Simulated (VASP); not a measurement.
Here is a VASP 6.6.1 calculation.

POSCAR

```
Ir
1.0
    0.0000000000      1.9228496764      1.9228496764
    1.9228496764      0.0000000000      1.9228496764
    1.9228496764      1.9228496764      0.0000000000
Ir
1
Direct
    0.0000000000      0.0000000000      0.0000000000
```

The input INCAR.step1:

```
SYSTEM = Ir
PREC = Accurate ; ENCUT = 550
ISMEAR = -1 ; SIGMA = 0.6
LREAL = .False. ; LASPH = .True.
NELM = 120 ; NBANDS = 14
GGA = PE ; ALGO = Normal
EDIFF = 1E-5 ; LWAVE = .True.
LCHARG = .False. ; GGA_COMPAT = .False.
```

Contents of INCAR.step2:

```
SYSTEM = Ir
PREC = Accurate ; ENCUT = 550
EDIFF = 1E-6 ; ISMEAR = -1
SIGMA = 0.6 ; LREAL = .False.
LASPH = .True. ; NELM = 120
ALGO = Normal ; ISIF = 2
LWAVE = .False. ; LCHARG = .False.
METAGGA = R2SCAN ; LMIXTAU = .True.
NBANDS = 14 ; ISTART = 1
GGA_COMPAT = .False.
```

File KPOINTS:

```
Automatic mesh
0
Gamma
  14 14 14
  0 0 0
```

Potentials or basis: VASP PAW PBE potentials, release 64 (Ir_sv_GW).

Command:

```console
$ cat potpaw_PBE.64/Ir_sv_GW/POTCAR > POTCAR
$ cp INCAR.step1 INCAR
$ mpirun -np 1 vasp_std > vasp.out
$ cp INCAR.step2 INCAR
$ mpirun -np 1 vasp_std > vasp.out
```

What does it give for the pressure?

7.3 GPa.

Caveat: the PAW data sets were made with another functional, which shifts forces and pressure a little.
